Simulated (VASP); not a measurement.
# Mg: single point with PBE

Mg:

```
Mg
1.0
     3.20927    0.00000    0.00000
    -1.60464    2.77931    0.00000
     0.00000    0.00000    5.15823
Mg
2
Direct
  0.33333 0.66667 0.25000
  0.66667 0.33333 0.75000
```

This cell differs from its parent crystal: zz strain of -1 %.

```yaml
Program: VASP 6.6.1
Task: single point
Functional: PBE
Potentials_or_basis: VASP PAW PBE potentials, release 64 (Mg)
Cutoff: 520 eV
k_mesh: 12 × 12 × 7
Occupations: fermi-dirac, width 0.08 eV
Spin: no spin polarisation
```

- Pressure: -0.2 GPa
- Band gap on the k mesh: zero (bands 2 and 3 overlap by 2.12 eV)

Stress tensor (GPa, compression positive):
```
-0.16  0.00  0.00
 0.00 -0.16  0.00
 0.00  0.00 -0.36
```

Levels at points of the mesh, in eV from the Fermi level:
```
           k point  band 1  band 2  band 3  band 4  band 5  band 6  band 7
(0.00, 0.00, 0.00)   -6.88   -1.58   -1.10   10.87   10.87   10.95   10.95
(0.50, 0.00, 0.00)   -2.12   -2.12    2.72    3.09    3.39    3.78    6.82
```

It took 12 s on 1 thread of Intel(R) Xeon(R) Platinum 8375C CPU @ 2.90GHz (Ice Lake), with other jobs on the host, peak memory 0.17 GiB.

Caveat: the cell differs from its parent crystal (zz strain of -1 %).
